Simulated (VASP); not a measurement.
The system is C.

```
C
1.0
     0.00000    1.78012    1.78012
     1.78012    0.00000    1.78012
     1.78012    1.78012    0.00000
C
2
Cartesian
  0.0000 0.0000 0.0000
  0.8901 0.8901 0.8901
```

Base run:

```yaml
Program: VASP 6.6.1
Functional: r2SCAN
Potentials_or_basis: VASP PAW PBE potentials, release 64 (C)
Cutoff: 520 eV
k_mesh: 10 × 10 × 10
Occupations: gaussian, width 0.01 eV
Spin: no spin polarisation
```

Its results: band gap on the k mesh 4.38 eV, indirect (least direct gap 5.85 eV); pressure 1.1 GPa.

**Question.** The run is repeated on the same cell with these changes: functional from r2SCAN to PBE; k mesh from 10 × 10 × 10 to 12 × 12 × 12. What comes out?

**Answer.** Band gap on the k mesh 4.17 eV, indirect (least direct gap 5.60 eV); pressure 4.9 GPa.

Several settings changed at once, so the effect can't be laid on one alone.

Caveats: the PAW data sets were made with another functional, which shifts forces and pressure a little (some runs).

A k mesh can miss the band edges.
